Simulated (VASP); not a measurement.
A run of VASP 6.6.1 is set up as follows.

File INCAR:

```
PREC     = Accurate       # precision mode
ENCUT    = 520            # plane-wave cutoff, eV
EDIFF    = 1E-6           # SCF threshold, eV
ISMEAR   = 0              # smearing method
SIGMA    = 0.05           # smearing width, eV
LREAL    = False          # projectors in reciprocal space
LASPH    = True           # aspherical terms in the spheres
NELM     = 60             # most SCF steps
ALGO     = Normal         # electronic algorithm
ISIF     = 2              # what is computed and relaxed
LWAVE    = False          # write WAVECAR
LCHARG   = True           # write CHGCAR
GGA      = PS             # functional
LELF     = True           # ELF
LVHAR    = True         
NBANDS   = 14             # bands
```

File KPOINTS:

```
regular mesh
0
Gamma
  12 12 12
```

POSCAR

```
NbH2
1.0
    0.0000000000      2.2589579925      2.2589579925
    2.2589579925      0.0000000000      2.2589579925
    2.2589579925      2.2589579925      0.0000000000
Nb H
1 2
Direct
    0.0000000000      0.0000000000      0.0000000000
    0.2500000000      0.2500000000      0.2500000000
    0.7500000000      0.7500000000      0.7500000000
```

Potentials or basis: VASP PAW PBE potentials, release 64 (Nb_sv, H).

Command:

```console
$ cat potpaw_PBE.64/Nb_sv/POTCAR potpaw_PBE.64/H/POTCAR > POTCAR
$ mpirun -np 1 vasp_std > vasp.out
```

(1) What does it give for the pressure?

Results:

(1) -0.5 GPa.

Caveat: the PAW data sets were made with another functional, which shifts forces and pressure a little.
